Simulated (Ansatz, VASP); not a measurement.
**Zn2BF: VASP beside Ansatz**

```
Zn B F
1.0
     3.99851    0.00000    0.00000
    -1.99926    3.46281    0.00000
     0.00000    0.00000    4.03950
Zn B F
2 1 1
Direct
  0.33333 0.66667 0.50000
  0.66667 0.33333 0.50000
  0.00000 0.00000 0.50000
  0.00000 0.00000 0.00000
```

Alike in both runs: functional PBE; k mesh 4 × 4 × 4; occupations gaussian, width 0.15 eV; no spin polarisation.

Ansatz relaxed the structure, and its values are those at the end. VASP's run is a single point on that final structure, the one shown.

|  | VASP | Ansatz |
| --- | --- | --- |
| version | VASP 6.6.1 | Ansatz 0.2.0 |
| potentials or method | VASP PAW PBE potentials, release 64 (Zn, B, F), cutoff 600 eV | scalar-relativistic, plane waves, PAW |
| valence electrons in the cell | 34 | 34 |

|  | VASP | Ansatz | Ansatz less VASP |
| --- | --- | --- | --- |
| gap on the k mesh at the Fermi level (eV) | none | none | - |
| pressure (GPa) | 0.3 | 0.1 | -0.20 |

A gap of «none» marks a metal or a gap that the smearing closes.

The k mesh is coarse, so the values compare programs but aren't converged.
